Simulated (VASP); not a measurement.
Wanted: the native input for a VASP 6.6.1 run.

```
Task                   : single point
Functional             : PBE
Potentials or basis    : VASP PAW PBE potentials, release 64 (Ni, O)
Cutoff                 : 520 eV
k mesh                 : 11 × 11 × 11
Occupations            : fermi-dirac, width 0.05 eV
Spin                   : collinear spin, ferromagnetic start
Starting moments       : [1.0, 0.0] μB
Dipole correction      : no
Further INCAR settings : ALGO = Normal; EDIFF = 1e-06; NBANDS = 19
```

The structure of NiO lies in POSCAR:

```
NiO
1.0
    0.0000000000      2.1133508634      2.1133508634
    2.1133508634      0.0000000000      2.1133508634
    2.1133508634      2.1133508634      0.0000000000
Ni O
1 1
Direct
    0.0000000000      0.0000000000      0.0000000000
    0.5000000000      0.5000000000      0.5000000000
```

One way to write it, as run:

INCAR

```
ALGO = Normal ; EDIFF = 1E-6
ENCUT = 520 ; GGA = PE
ISIF = 2 ; ISMEAR = -1
ISPIN = 2 ; LASPH = T
LCHARG = F ; LMAXMIX = 4
LORBIT = 11 ; LREAL = F
LWAVE = F ; MAGMOM = 1 0
NBANDS = 19 ; NELM = 150
PREC = Accurate ; SIGMA = 0.05
```

KPOINTS

```
k-points
0
Gamma
  11 11 11
```

Potentials or basis: VASP PAW PBE potentials, release 64 (Ni, O).

Command:

```sh
$ cat potpaw_PBE.64/Ni/POTCAR potpaw_PBE.64/O/POTCAR > POTCAR
$ mpirun -np 1 vasp_std > vasp.out
```

Results of the run:

The pressure is -1.6 GPa. The net moment is 1.79 μB per cell. The site moments are Ni +1.47; O +0.28 μB. The valence electrons inside the program's atomic spheres are Ni 8.92; O 4.96.

Caveat: a cell with one magnetic atom can't hold antiferromagnetic order, which such compounds often take.

Run time: 49 s on 1 thread of AMD EPYC 7R43 64-Core Processor (Zen 3), with other jobs on the host, peak memory 0.13 GiB.
